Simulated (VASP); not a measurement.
Write the native input for VASP 6.6.1 that does the following.

| Item | Value |
| --- | --- |
| Task | single point |
| Functional | PBEsol |
| Potentials or basis | VASP PAW PBE potentials, release 64 (Na_pv) |
| Cutoff | 520 eV |
| k mesh | 16 × 16 × 16 |
| Occupations | gaussian, width 0.15 eV |
| Spin | no spin polarisation |
| Dipole correction | no |
| Further INCAR settings | ALGO = Fast; EDIFF = 1e-06; NBANDS = 10 |

The structure of Na lies in POSCAR:

```
Na
1.0
   -2.1175000000      2.1175000000      2.2233750000
    2.1175000000     -2.1175000000      2.2233750000
    2.1175000000      2.1175000000     -2.2233750000
Na
1
Direct
    0.0000000000      0.0000000000      0.0000000000
```

This cell differs from its parent crystal: strain +0.000 along x and y, +0.050 along z.

These files were run (other wordings do the same):

INCAR

```
SYSTEM = Na
ALGO     = Fast           ! electronic algorithm
EDIFF    = 1E-6           ! SCF threshold, eV
ENCUT    = 520            ! plane-wave cutoff, eV
GGA      = PS             ! functional
ISIF     = 2              ! what is computed and relaxed
ISMEAR   = 0              ! smearing method
LASPH    = .True.         ! aspherical terms in the spheres
LCHARG   = .False.        ! write CHGCAR
LREAL    = .False.        ! projectors in reciprocal space
LWAVE    = .False.        ! write WAVECAR
NBANDS   = 10             ! bands
NELM     = 100            ! most SCF steps
PREC     = Accurate       ! precision mode
SIGMA    = 0.15           ! smearing width, eV
```

KPOINTS

```
k-points
0
Gamma
  16 16 16
  0 0 0
```

Potentials or basis: VASP PAW PBE potentials, release 64 (Na_pv).

Launch:

```bash
$ cat potpaw_PBE.64/Na_pv/POTCAR > POTCAR
$ mpirun -np 1 vasp_std > vasp.out
```

It gave:

| Item | Value |
| --- | --- |
| Pressure | -0.5 GPa |

Caveat: the cell differs from its parent crystal (strain +0.000 along x and y, +0.050 along z); the PAW data sets were made with another functional, which shifts forces and pressure a little.

It took 2.1 min on 1 thread of Oxide Virtual Turin-like Processor, with other jobs on the host, peak memory 0.19 GiB.
